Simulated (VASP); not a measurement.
# La (P6_3/mmc) in VASP: notebook

Runs on La. Level: PBEsol. Tasks: single point.

Everything below comes from runs of VASP 6.6.1. Logs are shortened: lines on timing, memory, paths and dates and some standing lists are left out, and cuts for length are marked.

### 1 The cell of the first run

The structure is hexagonal, space group P6_3/mmc (No. 194). Conventional cell: a = 3.713 Å, b = 3.713 Å, c = 11.911 Å, α = 90.00°, β = 90.00°, γ = 120.00°. Within 4.8 Å of La (site symmetry -3m) lie 12 La at 3.67 to 3.71 Å. Within 4.8 Å of La (site symmetry -6m2) lie 12 La at 3.67 to 3.71 Å.

### 2 Single point, PBEsol (35.56 Å³/atom)

File INCAR:

```
ALGO = Normal ; EDIFF = 1E-6
ENCUT = 520 ; GGA = PS
ISIF = 2 ; ISMEAR = -1
LASPH = T ; LCHARG = F
LREAL = F ; LWAVE = F
NBANDS = 30 ; NELM = 100
PREC = Accurate ; SIGMA = 0.1
```

File KPOINTS:

```
k-points
0
Gamma
  13 13 4
```

File POSCAR:

```
La
1.0
    3.7134187164      0.0000000000      0.0000000000
   -1.8567093582      3.2159149433      0.0000000000
    0.0000000000      0.0000000000     11.9113662506
La
4
Direct
    0.0000000000      0.0000000000      1.0000000000
    1.0000000000      0.0000000000      0.5000000000
    0.3333333333      0.6666666667      0.7500000000
    0.6666666667      0.3333333333      0.2500000000
```

Potentials or basis: VASP PAW PBE potentials, release 64 (La).

On the command line:

```sh
$ cat potpaw_PBE.64/La/POTCAR > POTCAR
$ mpirun -np 1 vasp_std > vasp.out
```

OUTCAR:

```text
EDIFF = 1E-6
   ENCUT = 520
   GGA = PS
   ISIF = 2
   ISMEAR = -1
   LASPH = T
   LREAL = F
   NELM = 100
   PREC = Accurate

 ion  position               nearest neighbor table
   1  0.000  0.000  0.000-   3 3.67   4 3.67   4 3.67   3 3.67   4 3.67   3 3.67
   2  0.000  0.000  0.500-   3 3.67   4 3.67   4 3.67   3 3.67   4 3.67   3 3.67
   3  0.333  0.667  0.750-   1 3.67   2 3.67   1 3.67   2 3.67   1 3.67   2 3.67
   4  0.667  0.333  0.250-   1 3.67   2 3.67   1 3.67   2 3.67   1 3.67   2 3.67

  LATTYP: Found a hexagonal cell.
 ALAT       =     3.7134187164
 C/A-ratio  =     3.2076550371

  Lattice vectors:

 A1 = (   3.7134187164,   0.0000000000,   0.0000000000)
 A2 = (  -1.8567093582,   3.2159149433,   0.0000000000)
 A3 = (   0.0000000000,   0.0000000000,  11.9113662506)

Analysis of symmetry for initial positions (statically):
=====================================================================
 Subroutine PRICEL returns:
 Original cell was already a primitive cell.

 Routine SETGRP: Setting up the symmetry group for a
 hexagonal supercell.

 Subroutine GETGRP returns: Found 24 space group operations
 (whereof 12 operations were pure point group operations)
 out of a pool of 24 trial point group operations.

The static configuration has the point symmetry D_3d.
 The point group associated with its full space group is D_6h.

Analysis of symmetry for dynamics (positions and initial velocities):
=====================================================================
 Subroutine PRICEL returns:
 Original cell was already a primitive cell.

 Routine SETGRP: Setting up the symmetry group for a
 hexagonal supercell.

 Subroutine GETGRP returns: Found 24 space group operations
 (whereof 12 operations were pure point group operations)
 out of a pool of 24 trial point group operations.

The dynamic configuration has the point symmetry D_3d.
 The point group associated with its full space group is D_6h.

 Subroutine INISYM returns: Found 24 space group operations
 (whereof 12 operations are pure point group operations),
 and found     1 'primitive' translations

----------------------------------------------------------------------------------------

                                     Primitive cell

  volume of cell :     142.2460

  direct lattice vectors                    reciprocal lattice vectors
     3.713418716  0.000000000  0.000000000     0.269293628  0.155476749  0.000000000
    -1.856709358  3.215914943  0.000000000     0.000000000  0.310953498  0.000000000
     0.000000000  0.000000000 11.911366251     0.000000000  0.000000000  0.083953426

  length of vectors
     3.713418716  3.713418716 11.911366251     0.310953498  0.310953498  0.083953426

  position of ions in fractional coordinates (direct lattice)
     0.000000000  0.000000000  0.000000000
     0.000000000  0.000000000  0.500000000
     0.333333333  0.666666667  0.750000000
     0.666666667  0.333333333  0.250000000

  ion indices of the primitive-cell ions
   primitive index   ion index
                 1           1
                 2           2
                 3           3
                 4           4

----------------------------------------------------------------------------------------

 KPOINTS: k-points

Automatic generation of k-mesh.
 Grid dimensions read from file:
 generate k-points for:   13   13    4

 Generating k-lattice:

  Cartesian coordinates                     Fractional coordinates (reciprocal lattice)
     0.020714894  0.011959750  0.000000000     0.076923077  0.000000000  0.000000000
     0.000000000  0.023919500  0.000000000     0.000000000  0.076923077  0.000000000
     0.000000000  0.000000000  0.020988356     0.000000000  0.000000000  0.250000000

  Length of vectors
     0.023919500  0.023919500  0.020988356

  Shift w.r.t. Gamma in fractional coordinates (k-lattice)
     0.000000000  0.000000000  0.000000000

 Subroutine IBZKPT returns following result:
 ===========================================

 Found     63 irreducible k-points:

 Following reciprocal coordinates:
            Coordinates               Weight
  0.000000  0.000000  0.000000      1.000000
  0.076923  0.000000  0.000000      6.000000
  0.153846  0.000000  0.000000      6.000000
  0.230769 -0.000000  0.000000      6.000000
  0.307692  0.000000  0.000000      6.000000
  0.384615  0.000000  0.000000      6.000000
[... 16 lines left out ...]
  0.076923  0.000000  0.250000     12.000000
  0.153846  0.000000  0.250000     12.000000
 [... further k-points ...]
   k-points           NKPTS =     63   k-points in BZ     NKDIM =     63   number of bands    NBANDS=     30
   number of dos      NEDOS =    301   number of ions     NIONS =      4
   total plane-waves  NPLWV =  70560
   dimension x,y,z NGX =    28 NGY =   28 NGZ =   90
   dimension x,y,z NGXF=    56 NGYF=   56 NGZF=  180
   ions per type =               4
   NGX,Y,Z   is equivalent  to a cutoff of  12.54, 12.54, 12.56 a.u.
   NGXF,Y,Z  is equivalent  to a cutoff of  25.07, 25.07, 25.12 a.u.
 SYSTEM =  unknown system
   PREC   = accura    normal or accurate (medium, high low for compatibility)
   ISTART =      0    job   : 0-new  1-cont  2-samecut
   ICHARG =      2    charge: 1-file 2-atom 10-const
   ISPIN  =      1    spin polarized calculation?
   LNONCOLLINEAR =      F non collinear calculations
   LSORBIT =      F    spin-orbit coupling
   LASPH  =      T    aspherical Exc in radial PAW
   ENCUT  =  520.0 eV  38.22 Ry    6.18 a.u.   6.90  6.90 22.15*2*pi/ulx,y,z
   NELM   =    100;   NELMIN=  2; NELMDL= -5     # of ELM steps
   EDIFF  = 0.1E-05   stopping-criterion for ELM
   LREAL  =      F    real-space projection
   EDIFFG = 0.1E-04   stopping-criterion for IOM
   NSW    =      0    number of steps for IOM
   IBRION =     -1    ionic relax: 0-MD 1-quasi-New 2-CG
   NFREE  =      0    steps in history (QN), initial steepest desc. (CG)
   ISIF   =      2    stress and relaxation
   ISYM   =      2    0-nonsym 1-usesym 2-fastsym
   POTIM  = 0.5000    time-step for ionic-motion
   TEBEG  =    0.0;   TEEND  =   0.0 temperature during run
   PSTRESS=    0.0 pullay stress
   NELECT =      44.0000    total number of electrons
   NUPDOWN=      -1.0000    fix difference up-down
   EMIN   =  10.00;   EMAX   =-10.00  energy-range for DOS
   EFERMI =   0.00;   METHOD = LEGACY
   ISMEAR =    -1;   SIGMA  =   0.10  broadening in eV -4-tet -1-fermi 0-gaus
   EFERMI_NEDOS =   21; number of points for ismear=-14 and -15
   IALGO  =     38    algorithm
   IMIX   =      4    mixing-type and parameters
     AMIX     =   0.40;   BMIX     =  1.00
     AMIX_MAG =   1.60;   BMIX_MAG =  1.00
  volume/ion in A,a.u.               =      35.56       239.98
  Fermi-wavevector in a.u.,A,eV,Ry     =   1.107165  2.092239 16.678218  1.225814
  Thomas-Fermi vector in A             =   2.243676
   LORBIT       =      0    0 simple, 1 ext, 2 COOP (PROOUT), +10 PAW based schemes
   GGA     = PS    functional components
   LHFCALC =     F    Hartree Fock is set to
   AEXX    =    0.0000 exact exchange contribution
   IVDW    =     0    specifies the selected vdW correction
   LEPSILON=     F    determine dielectric tensor
   LRPA    =     F    only Hartree local field effects (RPA)
 non-spin polarized calculation
  energy-cutoff  :      520.00
  volume of cell :      142.25
 maximum number of plane-waves:      3850
 NGX is ok and might be reduce to    28
   NGX = 13   NGY = 13   NGZ = 45

 number of electron      43.9999997 magnetization

 Free energy of the ion-electron system (eV)
  ---------------------------------------------------
  ext. energy  EPLUGINS =         0.00000000
  ---------------------------------------------------
  free energy    TOTEN  =       -21.46843882 eV

  energy without entropy =      -21.25850786  energy(sigma->0) =      -21.36347334

 E-fermi :   8.1598     XC(G=0):  -9.8619

 val. band max:        8.1427823894   @ k =   0.1538   0.0769   0.2500
 cond. band min:       8.1772030931   @ k =   0.3846   0.0000   0.0000
 fundamental gap:      0.0344207037
 Fermi energy:         8.1597596887

 k-point     1 :       0.0000    0.0000    0.0000
  band No.  band energies     occupation
      1     -24.6332      2.00000
      2     -24.5144      2.00000
      3     -24.5068      2.00000
      4     -24.3830      2.00000
      5      -9.0873      2.00000
      6      -8.3287      2.00000
[... 22 lines left out ...]
     29       9.6270      0.00000
     30       9.6821      0.00000

 k-point     2 :       0.0769    0.0000    0.0000
  band No.  band energies     occupation
      1     -24.6220      2.00000
      2     -24.5062      2.00000
      3     -24.4985      2.00000
      4     -24.3779      2.00000
      5      -9.0592      2.00000
      6      -8.3381      2.00000
[... 22 lines left out ...]
     29       9.7543      0.00000
     30       9.8046      0.00000

 k-point     3 :       0.1538    0.0000    0.0000
  band No.  band energies     occupation
      1     -24.5904      2.00000
      2     -24.4832      2.00000
      3     -24.4755      2.00000
      4     -24.3644      2.00000
      5      -8.9781      2.00000
      6      -8.3827      2.00000
[... 22 lines left out ...]
     29       9.7656      0.00000
     30       9.8611      0.00000

 k-point     4 :       0.2308   -0.0000    0.0000
  band No.  band energies     occupation
      1     -24.5438      2.00000
      2     -24.4506      2.00000
      3     -24.4428      2.00000
      4     -24.3467      2.00000
      5      -8.8557      2.00000
      6      -8.5133      2.00000
[... 616 lines left out ...]
     29       9.6844      0.00000
     30       9.7371      0.00000

 k-point    23 :       0.0769    0.0000    0.2500
  band No.  band energies     occupation
      1     -24.6131      2.00000
      2     -24.5488      2.00000
      3     -24.4552      2.00000
      4     -24.3876      2.00000
      5      -9.0067      2.00000
      6      -8.6213      2.00000
[... 22 lines left out ...]
     29       9.6971      0.00000
     30       9.7124      0.00000

 k-point    24 :       0.1538    0.0000    0.2500
  band No.  band energies     occupation
      1     -24.5821      2.00000
      2     -24.5225      2.00000
      3     -24.4357      2.00000
      4     -24.3733      2.00000
      5      -8.9339      2.00000
      6      -8.6134      2.00000
[... 22 lines left out ...]
     29       9.7581      0.00000
     30       9.7870      0.00000

 [... further k-points ...]

------------------------ aborting loop because EDIFF is reached ----------------------------------------

  FORCE on cell =-STRESS in cart. coord.  units (eV):
  Direction    XX          YY          ZZ          XY          YZ          ZX
  --------------------------------------------------------------------------------------
  -------------------------------------------------------------------------------------
  Total       -0.9376763     -0.9376763     -0.8280184      0.0000000      0.0000000      0.0000000
  in kB      -10.5614484    -10.5614484     -9.3263245      0.0000000      0.0000000      0.0000000
  external PRESSURE =     -10.1497404 kB  Pullay stress =       0.0000000 kB

 VOLUME and BASIS-vectors are now :
 -----------------------------------------------------------------------------
  energy-cutoff  :      520.00
  volume of cell :      142.25
      direct lattice vectors                 reciprocal lattice vectors
     3.713418716  0.000000000  0.000000000     0.269293628  0.155476749  0.000000000
    -1.856709358  3.215914943  0.000000000     0.000000000  0.310953498  0.000000000
     0.000000000  0.000000000 11.911366251     0.000000000  0.000000000  0.083953426

 POSITION                                       TOTAL-FORCE (eV/Angst)
 -----------------------------------------------------------------------------------
      0.00000      0.00000      0.00000        -0.000000      0.000000     -0.000000
      0.00000      0.00000      5.95568        -0.000000      0.000000     -0.000000
     -0.00000      2.14394      8.93352        -0.000000      0.000000      0.000000
      1.85671      1.07197      2.97784         0.000000      0.000000      0.000000
 -----------------------------------------------------------------------------------
    total drift:                               -0.000000      0.000000      0.000000

  FREE ENERGIE OF THE ION-ELECTRON SYSTEM (eV)
  ---------------------------------------------------
  free  energy   TOTEN  =       -21.4684388206 eV

  energy  without entropy=      -21.2585078575  energy(sigma->0) =      -21.36347334
```

It took 6.4 min on 1 thread of Intel Xeon Platinum 8488C (Sapphire Rapids), shared host; peak memory 0.38 GiB.

What came out:

* Free energy: -21.4684 eV
* Pressure: -1.0 GPa
* Band gap on the k mesh: zero (bands 22 and 23 overlap by 1.19 eV)

Caveat: the PAW data sets were made with another functional, which shifts forces and pressure a little; spin-orbit coupling is left out, which moves the levels of the heavy elements.

### 3 Single point, PBEsol (36.93 Å³/atom)

This run uses another cell than the first one, of 36.93 Å³/atom.

File INCAR:

```
ALGO = Normal
EDIFF = 1E-7
ENCUT = 520
GGA = PS
ISIF = 2
ISMEAR = -1
LASPH = True
LCHARG = True
LELF = True
LREAL = False
LVHAR = True
LWAVE = False
NBANDS = 30
NELM = 100
PREC = Accurate
SIGMA = 0.1
```

KPOINTS is that of step 2.

File POSCAR:

```
La
1.0
    3.7604290071      0.0000000000      0.0000000000
   -1.8802145035      3.2566270493      0.0000000000
    0.0000000000      0.0000000000     12.0621590465
La
4
Direct
    0.0000000000      0.0000000000      1.0000000000
    1.0000000000      0.0000000000      0.5000000000
    0.3333333333      0.6666666667      0.7500000000
    0.6666666667      0.3333333333      0.2500000000
```

Potentials or basis: VASP PAW PBE potentials, release 64 (La).

On the command line:

```sh
$ cat potpaw_PBE.64/La/POTCAR > POTCAR
$ mpirun -np 1 vasp_std > vasp.out
```

It took 7.3 min on 1 thread of Intel Xeon Platinum 8488C (Sapphire Rapids), shared host; peak memory 0.39 GiB.

The run converged. Its results:

| Property | Result |
| --- | --- |
| Free energy | -21.4193 eV |
| Pressure | -1.9 GPa |
| Band gap on the k mesh | zero (bands 22 and 23 overlap by 1.12 eV) |

Stress tensor (GPa, compression positive):
```
-1.91  0.00  0.00
 0.00 -1.91  0.00
 0.00  0.00 -1.80
```

Levels at points of the mesh, in eV from the Fermi level:
```csv
k point,band 18,band 19,band 20,band 21,band 22,band 23,band 24,band 25,band 26,band 27
"(0.00, 0.00, 0.00)",-1.91,-1.91,-1.79,0.52,0.65,1.24,1.24,1.30,1.32,1.34
"(0.00, 0.00, 0.50)",-2.79,-1.71,-1.71,0.82,0.82,1.27,1.27,1.31,1.31,1.31
```

Caveat: the PAW data sets were made with another functional, which shifts forces and pressure a little; spin-orbit coupling is left out, which moves the levels of the heavy elements.

(Continued in part 2 of 2.)

The gap in the log of VASP goes by the Fermi energy; the results here count the filled bands.